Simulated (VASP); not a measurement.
A run of VASP 6.6.1 is set up as follows.

INCAR

```
SYSTEM = GeSe
  PREC = Accurate
  ENCUT = 500
  EDIFF = 1E-6
  ISMEAR = -1
  SIGMA = 0.01
  LREAL = .FALSE.
  LASPH = .TRUE.
  NELM = 120
  ALGO = Normal
  ISIF = 2
  LWAVE = .FALSE.
  LCHARG = .FALSE.
  GGA = PE
  NBANDS = 50
  GGA_COMPAT = .FALSE.
```

The input KPOINTS:

```
Automatic mesh
0
G
  2 4 3
  0 0 0
```

The input POSCAR:

```
GeSe
1.0
   11.2194459250      0.0000000000      0.0000000000
    0.0000000000      3.8843070175      0.0000000000
    0.0000000000      0.0000000000      4.5229355300
Ge Se
4 4
Direct
    0.1281229983      0.2500000000      0.1226400748
    0.8718770017      0.7500000000      0.8773599252
    0.3718770017      0.7500000000      0.6226400748
    0.6281229983      0.2500000000      0.3773599252
    0.8544219985      0.2500000000      0.4974056371
    0.1455780015      0.7500000000      0.5025943629
    0.6455780015      0.7500000000      0.9974056371
    0.3544219985      0.2500000000      0.0025943629
```

Potentials or basis: VASP PAW PBE potentials, release 64 (Ge_d, Se).

The run is started by

```console
$ cat potpaw_PBE.64/Ge_d/POTCAR potpaw_PBE.64/Se/POTCAR > POTCAR
$ mpirun -np 1 vasp_std > vasp.out
```

(1) Estimate the band gap on the k mesh.

(2) Predict the largest force.

(3) Predict the pressure.

Answers

(1) 0.86 eV, indirect (least direct gap 1.02 eV).

(2) 0.028 eV/Å.

(3) 0.1 GPa.

Caveat: the k points lie up to 0.46 Å⁻¹ apart.
